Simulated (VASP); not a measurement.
Input of a VASP 6.6.1 run:

Contents of INCAR:

```
SYSTEM = AlAu2
  PREC = Accurate
  ENCUT = 520
  EDIFF = 1E-6
  ISMEAR = 1
  SIGMA = 0.05
  LREAL = .FALSE.
  LASPH = .TRUE.
  NELM = 80
  ALGO = Normal
  ISIF = 2
  LWAVE = .FALSE.
  LCHARG = .FALSE.
  GGA = PS
  NBANDS = 20
```

The input KPOINTS:

```
regular mesh
0
G
  13 13 13
  0 0 0
```

File POSCAR:

```
AlAu2
1.0
   -1.6715144700      1.6715144700      4.3990752400
    1.6715144700     -1.6715144700      4.3990752400
    1.6715144700      1.6715144700     -4.3990752400
Al Au
1 2
Direct
    0.0000000000      0.0000000000      0.0000000000
    0.6562728000      0.6562728000      0.0000000000
    0.3437272000      0.3437272000      0.0000000000
```

Potentials or basis: VASP PAW PBE potentials, release 64 (Al, Au).

Run with:

```console
$ cat potpaw_PBE.64/Al/POTCAR potpaw_PBE.64/Au/POTCAR > POTCAR
$ mpirun -np 1 vasp_std > vasp.out
```

(1) What does it give for the largest force?

(2) What does it give for the pressure?

## Answers

(1) 0.057 eV/Å.

(2) -2.5 GPa.

Caveat: the PAW data sets were made with another functional, which shifts forces and pressure a little.
